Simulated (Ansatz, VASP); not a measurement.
# Two plane-wave programs on Zr2SiC

```
Zr Si C
1.0
     2.93832    0.00000    0.00000
     0.00000    2.93832    0.00000
     0.00000    0.00000    6.99350
Zr Si C
2 1 1
Direct
  0.00000 0.00000 0.19780
  0.00000 0.00000 0.80220
  0.50000 0.50000 0.50000
  0.50000 0.50000 0.00000
```

Alike in both runs: functional PBE; k mesh 16 × 16 × 8; occupations gaussian, width 0.1 eV; no spin polarisation.

Ansatz relaxed the structure, and its values are those at the end. VASP's run is a single point on that final structure, the one shown.

|  | VASP | Ansatz |
| --- | --- | --- |
| version | VASP 6.6.1 | Ansatz 0.2.0 |
| potentials or method | VASP PAW PBE potentials, release 64 (Zr_sv, Si, C), cutoff 520 eV | scalar-relativistic, plane waves, PAW |
| valence electrons in the cell | 32 | 32 |

Ansatz gave:

| Item | Value |
| --- | --- |
| gap on the k mesh at the Fermi level (eV) | none |
| pressure (GPa) | 0.0 |
| rms of the force components (eV/Å) | 0.002 |

Which values does VASP return?

gap on the k mesh at the Fermi level (eV): none; pressure (GPa): 0.1; rms of the force components (eV/Å): 0.004.

A gap of «none» marks a metal or a gap that the smearing closes.
